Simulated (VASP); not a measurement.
# P (Fd-3m) in VASP: notebook

P is run at these levels: PBEsol; tasks: single point.

All numbers are computed with VASP 6.6.1; they aren't measurements. Logs are shortened: lines on timing, memory, paths and dates and some standing lists are left out, and cuts for length are marked.

### Step 1. The cell of the first run

The structure is cubic, space group Fd-3m (No. 227). Conventional cell: a = 4.738 Å, b = 4.738 Å, c = 4.738 Å, α = 90.00°, β = 90.00°, γ = 90.00°. Within 2.7 Å of P (site symmetry -43m) lie 4 P at 2.05 Å.

This isn't the form of P at room conditions, which is orthorhombic.

### Step 2. Single point, PBEsol (13.29 Å³/atom)

Contents of INCAR:

```
  PREC = Accurate
  ENCUT = 520
  EDIFF = 1E-6
  ISMEAR = -1
  SIGMA = 0.08
  LREAL = False
  LASPH = True
  NELM = 60
  ALGO = Normal
  ISIF = 2
  LWAVE = False
  LCHARG = False
  GGA = PS
  NBANDS = 12
```

Contents of KPOINTS:

```
Automatic mesh
0
Gamma
  12 12 12
```

Contents of POSCAR:

```
P
1.0
    0.0000000000      2.3688339413      2.3688339413
    2.3688339413      0.0000000000      2.3688339413
    2.3688339413      2.3688339413      0.0000000000
P
2
Direct
   -0.1250000000     -0.1250000000     -0.1250000000
    0.1250000000      0.1250000000      0.1250000000
```

Potentials or basis: VASP PAW PBE potentials, release 64 (P).

Run with:

```bash
cat potpaw_PBE.64/P/POTCAR > POTCAR
mpirun -np 1 vasp_std > vasp.out
```

OUTCAR:

```text
PREC = Accurate
   ENCUT = 520
   EDIFF = 1E-6
   ISMEAR = -1
   LREAL = False
   LASPH = True
   NELM = 60
   ISIF = 2
   GGA = PS

 ion  position               nearest neighbor table
   1  0.875  0.875  0.875-   2 2.05   2 2.05   2 2.05   2 2.05
   2  0.125  0.125  0.125-   1 2.05   1 2.05   1 2.05   1 2.05

  LATTYP: Found a face centered cubic cell.
 ALAT       =     4.7376678826

  Lattice vectors:

 A1 = (   0.0000000000,   2.3688339413,   2.3688339413)
 A2 = (   2.3688339413,   0.0000000000,   2.3688339413)
 A3 = (   2.3688339413,   2.3688339413,   0.0000000000)

Analysis of symmetry for initial positions (statically):
=====================================================================
 Subroutine PRICEL returns:
 Original cell was already a primitive cell.

 Routine SETGRP: Setting up the symmetry group for a
 face centered cubic supercell.

 Subroutine GETGRP returns: Found 48 space group operations
 (whereof 12 operations were pure point group operations)
 out of a pool of 48 trial point group operations.

The static configuration has the point symmetry D_3d.
 The point group associated with its full space group is O_h .

Analysis of symmetry for dynamics (positions and initial velocities):
=====================================================================
 Subroutine PRICEL returns:
 Original cell was already a primitive cell.

 Routine SETGRP: Setting up the symmetry group for a
 face centered cubic supercell.

 Subroutine GETGRP returns: Found 48 space group operations
 (whereof 12 operations were pure point group operations)
 out of a pool of 48 trial point group operations.

The dynamic configuration has the point symmetry D_3d.
 The point group associated with its full space group is O_h .

 Subroutine INISYM returns: Found 48 space group operations
 (whereof 12 operations are pure point group operations),
 and found     1 'primitive' translations

----------------------------------------------------------------------------------------

                                     Primitive cell

  volume of cell :      26.5848

  direct lattice vectors                    reciprocal lattice vectors
     0.000000000  2.368833941  2.368833941    -0.211074314  0.211074314  0.211074314
     2.368833941  0.000000000  2.368833941     0.211074314 -0.211074314  0.211074314
     2.368833941  2.368833941  0.000000000     0.211074314  0.211074314 -0.211074314

  length of vectors
     3.350037087  3.350037087  3.350037087     0.365591437  0.365591437  0.365591437

  position of ions in fractional coordinates (direct lattice)
     0.875000000  0.875000000  0.875000000
     0.125000000  0.125000000  0.125000000

  ion indices of the primitive-cell ions
   primitive index   ion index
                 1           1
                 2           2

----------------------------------------------------------------------------------------

 KPOINTS: Automatic mesh

Automatic generation of k-mesh.
 Grid dimensions read from file:
 generate k-points for:   12   12   12

 Generating k-lattice:

  Cartesian coordinates                     Fractional coordinates (reciprocal lattice)
    -0.017589526  0.017589526  0.017589526     0.083333333  0.000000000  0.000000000
     0.017589526 -0.017589526  0.017589526     0.000000000  0.083333333  0.000000000
     0.017589526  0.017589526 -0.017589526     0.000000000  0.000000000  0.083333333

  Length of vectors
     0.030465953  0.030465953  0.030465953

  Shift w.r.t. Gamma in fractional coordinates (k-lattice)
     0.000000000  0.000000000  0.000000000

 Subroutine IBZKPT returns following result:
 ===========================================

 Found     72 irreducible k-points:

 Following reciprocal coordinates:
            Coordinates               Weight
  0.000000  0.000000  0.000000      1.000000
  0.083333  0.000000  0.000000      8.000000
  0.166667  0.000000  0.000000      8.000000
  0.250000  0.000000  0.000000      8.000000
  0.333333  0.000000  0.000000      8.000000
  0.416667  0.000000  0.000000      8.000000
[... 16 lines left out ...]
  0.500000  0.166667  0.000000     24.000000
 -0.416667  0.166667  0.000000     24.000000
 [... further k-points ...]
   k-points           NKPTS =     72   k-points in BZ     NKDIM =     72   number of bands    NBANDS=     12
   number of dos      NEDOS =    301   number of ions     NIONS =      2
   total plane-waves  NPLWV =  21952
   dimension x,y,z NGX =    28 NGY =   28 NGZ =   28
   dimension x,y,z NGXF=    56 NGYF=   56 NGZF=   56
   ions per type =               2
   NGX,Y,Z   is equivalent  to a cutoff of  13.90, 13.90, 13.90 a.u.
   NGXF,Y,Z  is equivalent  to a cutoff of  27.79, 27.79, 27.79 a.u.
 SYSTEM =  unknown system
   PREC   = accura    normal or accurate (medium, high low for compatibility)
   ISTART =      0    job   : 0-new  1-cont  2-samecut
   ICHARG =      2    charge: 1-file 2-atom 10-const
   ISPIN  =      1    spin polarized calculation?
   LNONCOLLINEAR =      F non collinear calculations
   LSORBIT =      F    spin-orbit coupling
   LASPH  =      T    aspherical Exc in radial PAW
   ENCUT  =  520.0 eV  38.22 Ry    6.18 a.u.   6.23  6.23  6.23*2*pi/ulx,y,z
   NELM   =     60;   NELMIN=  2; NELMDL= -5     # of ELM steps
   EDIFF  = 0.1E-05   stopping-criterion for ELM
   LREAL  =      F    real-space projection
   EDIFFG = 0.1E-04   stopping-criterion for IOM
   NSW    =      0    number of steps for IOM
   IBRION =     -1    ionic relax: 0-MD 1-quasi-New 2-CG
   NFREE  =      0    steps in history (QN), initial steepest desc. (CG)
   ISIF   =      2    stress and relaxation
   ISYM   =      2    0-nonsym 1-usesym 2-fastsym
   POTIM  = 0.5000    time-step for ionic-motion
   TEBEG  =    0.0;   TEEND  =   0.0 temperature during run
   PSTRESS=    0.0 pullay stress
   NELECT =      10.0000    total number of electrons
   NUPDOWN=      -1.0000    fix difference up-down
   EMIN   =  10.00;   EMAX   =-10.00  energy-range for DOS
   EFERMI =   0.00;   METHOD = LEGACY
   ISMEAR =    -1;   SIGMA  =   0.08  broadening in eV -4-tet -1-fermi 0-gaus
   EFERMI_NEDOS =   21; number of points for ismear=-14 and -15
   IALGO  =     38    algorithm
   IMIX   =      4    mixing-type and parameters
     AMIX     =   0.40;   BMIX     =  1.00
     AMIX_MAG =   1.60;   BMIX_MAG =  1.00
  volume/ion in A,a.u.               =      13.29        89.70
  Fermi-wavevector in a.u.,A,eV,Ry     =   1.181763  2.233207 19.001389  1.396563
  Thomas-Fermi vector in A             =   2.318030
   LORBIT       =      0    0 simple, 1 ext, 2 COOP (PROOUT), +10 PAW based schemes
   GGA     = PS    functional components
   LHFCALC =     F    Hartree Fock is set to
   AEXX    =    0.0000 exact exchange contribution
   IVDW    =     0    specifies the selected vdW correction
   LEPSILON=     F    determine dielectric tensor
   LRPA    =     F    only Hartree local field effects (RPA)
 non-spin polarized calculation
  energy-cutoff  :      520.00
  volume of cell :       26.58
 maximum number of plane-waves:       728
 NGX is ok and might be reduce to    28
   NGX = 13   NGY = 13   NGZ = 13

 number of electron      10.0000001 magnetization

 Free energy of the ion-electron system (eV)
  ---------------------------------------------------
  ext. energy  EPLUGINS =         0.00000000
  ---------------------------------------------------
  free energy    TOTEN  =        -9.27797339 eV

  energy without entropy =       -9.25887620  energy(sigma->0) =       -9.26842480

 E-fermi :  11.5097     XC(G=0): -11.5739

 val. band max:       11.4934762365   @ k =  -0.2500   0.1667   0.0000
 cond. band min:      11.5184417279   @ k =   0.3333   0.2500   0.0000
 fundamental gap:      0.0249654914
 Fermi energy:        11.5096560967

 k-point     1 :       0.0000    0.0000    0.0000
  band No.  band energies     occupation
      1      -7.6316      2.00000
      2       7.3499      2.00000
      3       7.3499      2.00000
      4       7.3499      2.00000
      5      11.0011      1.99653
      6      11.0011      1.99653
      7      11.0011      1.99653
      8      12.7912      0.00000
      9      17.6951      0.00000
     10      17.6951      0.00000
     11      18.6373      0.00000
     12      22.6640      0.00000

 k-point     2 :       0.0833    0.0000    0.0000
  band No.  band energies     occupation
      1      -7.5142      2.00000
      2       6.3815      2.00000
      3       7.1830      2.00000
      4       7.1830      2.00000
      5      11.1440      1.97952
      6      11.2565      1.91891
      7      11.2565      1.91891
      8      13.4480      0.00000
      9      17.3844      0.00000
     10      17.3844      0.00000
     11      19.0921      0.00000
     12      22.2858      0.00000

 k-point     3 :       0.1667    0.0000    0.0000
  band No.  band energies     occupation
      1      -7.1656      2.00000
      2       4.5387      2.00000
      3       6.8158      2.00000
      4       6.8158      2.00000
      5      10.9617      1.99788
      6      11.8007      0.05123
      7      11.8007      0.05123
      8      15.0643      0.00000
      9      16.9481      0.00000
     10      16.9481      0.00000
     11      19.9709      0.00000
     12      21.9705      0.00000
[... 286 lines left out ...]
 k-point    23 :       0.5000    0.1667    0.0000
  band No.  band energies     occupation
      1      -4.4168      2.00000
      2      -0.7864      2.00000
      3       4.0209      2.00000
      4       5.1861      2.00000
      5      10.5298      1.99999
      6      13.0940      0.00000
      7      13.6683      0.00000
      8      16.0586      0.00000
      9      20.0469      0.00000
     10      21.1923      0.00000
     11      23.0044      0.00000
     12      23.1445      0.00000

 k-point    24 :      -0.4167    0.1667    0.0000
  band No.  band energies     occupation
      1      -4.2679      2.00000
      2      -0.9923      2.00000
      3       3.7521      2.00000
      4       5.4099      2.00000
      5      10.7301      1.99988
      6      13.0265      0.00000
      7      13.3933      0.00000
      8      18.0446      0.00000
      9      18.8203      0.00000
     10      19.0504      0.00000
     11      22.6070      0.00000
     12      25.1720      0.00000

 [... further k-points ...]

------------------------ aborting loop because EDIFF is reached ----------------------------------------

  FORCE on cell =-STRESS in cart. coord.  units (eV):
  Direction    XX          YY          ZZ          XY          YZ          ZX
  --------------------------------------------------------------------------------------
  -------------------------------------------------------------------------------------
  Total        7.5134175      7.5134175      7.5134175      0.0000000      0.0000000      0.0000000
  in kB      452.8081753    452.8081753    452.8081753      0.0000000      0.0000000      0.0000000
  external PRESSURE =     452.8081753 kB  Pullay stress =       0.0000000 kB

 VOLUME and BASIS-vectors are now :
 -----------------------------------------------------------------------------
  energy-cutoff  :      520.00
  volume of cell :       26.58
      direct lattice vectors                 reciprocal lattice vectors
     0.000000000  2.368833941  2.368833941    -0.211074314  0.211074314  0.211074314
     2.368833941  0.000000000  2.368833941     0.211074314 -0.211074314  0.211074314
     2.368833941  2.368833941  0.000000000     0.211074314  0.211074314 -0.211074314

 POSITION                                       TOTAL-FORCE (eV/Angst)
 -----------------------------------------------------------------------------------
      4.14546      4.14546      4.14546         0.000000     -0.000000     -0.000000
      0.59221      0.59221      0.59221        -0.000000      0.000000      0.000000
 -----------------------------------------------------------------------------------
    total drift:                               -0.000000     -0.000000     -0.000000

  FREE ENERGIE OF THE ION-ELECTRON SYSTEM (eV)
  ---------------------------------------------------
  free  energy   TOTEN  =        -9.2779733935 eV

  energy  without entropy=       -9.2588761994  energy(sigma->0) =       -9.26842480
```

Run time: 31 s. Hardware: 1 thread of Intel Xeon Platinum 8375C at 2.90GHz (Ice Lake), shared host; peak memory 0.15 GiB.

What came out:

```yaml
Free_energy: -9.2780 eV
Pressure: 45.3 GPa
Band_gap_on_the_k_mesh: zero (bands 5 and 6 overlap by 4.36 eV)
```

Caveat: the cell stands under pressure; the PAW data sets were made with another functional, which shifts forces and pressure a little.

### Step 3. Single point, PBEsol (14.86 Å³/atom)

This run uses another cell than the first one, of 14.86 Å³/atom.

INCAR is that of step 2.

KPOINTS is that of step 2.

Contents of POSCAR:

```
P
1.0
    0.0000000000      2.4583073350      2.4583073350
    2.4583073350      0.0000000000      2.4583073350
    2.4583073350      2.4583073350      0.0000000000
P
2
Direct
   -0.1250000000     -0.1250000000     -0.1250000000
    0.1250000000      0.1250000000      0.1250000000
```

Potentials or basis: VASP PAW PBE potentials, release 64 (P).

Run with:

```bash
cat potpaw_PBE.64/P/POTCAR > POTCAR
mpirun -np 1 vasp_std > vasp.out
```

Run time: 27 s. Hardware: 1 thread of Intel Xeon Platinum 8375C at 2.90GHz (Ice Lake), shared host; peak memory 0.15 GiB.

It converged, with:

- Free energy: -9.9244 eV
- Pressure: 23.2 GPa
- Band gap on the k mesh: zero (bands 5 and 6 overlap by 4.15 eV)

Levels at points of the mesh, in eV from the Fermi level:
```
           k point  band 3  band 4  band 5  band 6  band 7  band 8
(0.00, 0.00, 0.00)   -3.98   -3.98   -0.44   -0.44   -0.44   -0.25
(0.50, 0.00, 0.00)   -5.33   -5.33   -1.84    0.73    0.73    6.39
(0.50, 0.50, 0.00)   -7.14   -7.14   -2.30   -2.30    8.06    8.06
```

Caveat: the cell stands under pressure; the PAW data sets were made with another functional, which shifts forces and pressure a little.

### Step 4. Single point, PBEsol (14.86 Å³/atom)

This run uses another cell than the first one, of 14.86 Å³/atom.

Contents of INCAR:

```
SYSTEM = P
PREC     = Accurate       ! precision mode
ENCUT    = 520            ! plane-wave cutoff, eV
EDIFF    = 1E-6           ! SCF threshold, eV
ISMEAR   = -1             ! smearing method
SIGMA    = 0.08           ! smearing width, eV
LREAL    = .False.        ! projectors in reciprocal space
LASPH    = .True.         ! aspherical terms in the spheres
NELM     = 60             ! most SCF steps
ALGO     = Normal         ! electronic algorithm
ISIF     = 2              ! what is computed and relaxed
LWAVE    = .False.        ! write WAVECAR
LCHARG   = .False.        ! write CHGCAR
GGA      = PS             ! functional
NBANDS   = 12             ! bands
```

Contents of KPOINTS:

```
regular mesh
0
Gamma
  12 12 12
  0 0 0
```

POSCAR is that of step 3.

Run with:

```bash
cat potpaw_PBE.64/P/POTCAR > POTCAR
mpirun -np 1 vasp_std > vasp.out
```

Run time: 31 s. Hardware: 1 thread of Intel Xeon Platinum 8375C at 2.90GHz (Ice Lake), shared host; peak memory 0.15 GiB.

Results (log left out):

| Property | Result |
| --- | --- |
| Free energy | -9.9244 eV |
| Pressure | 23.2 GPa |
| Band gap on the k mesh | zero (bands 5 and 6 overlap by 4.15 eV) |

Levels at points of the mesh, in eV from the Fermi level:
```tsv
k point	band 2	band 3	band 4	band 5	band 6	band 7	band 8	band 9
(0.00, 0.00, 0.00)	-3.98	-3.98	-3.98	-0.44	-0.44	-0.44	-0.25	6.27
(0.50, 0.00, 0.00)	-12.01	-5.33	-5.33	-1.84	0.73	0.73	6.39	9.55
(0.50, 0.50, 0.00)	-13.23	-7.14	-7.14	-2.30	-2.30	8.06	8.06	9.90
```

Caveat: the cell stands under pressure; the PAW data sets were made with another functional, which shifts forces and pressure a little.
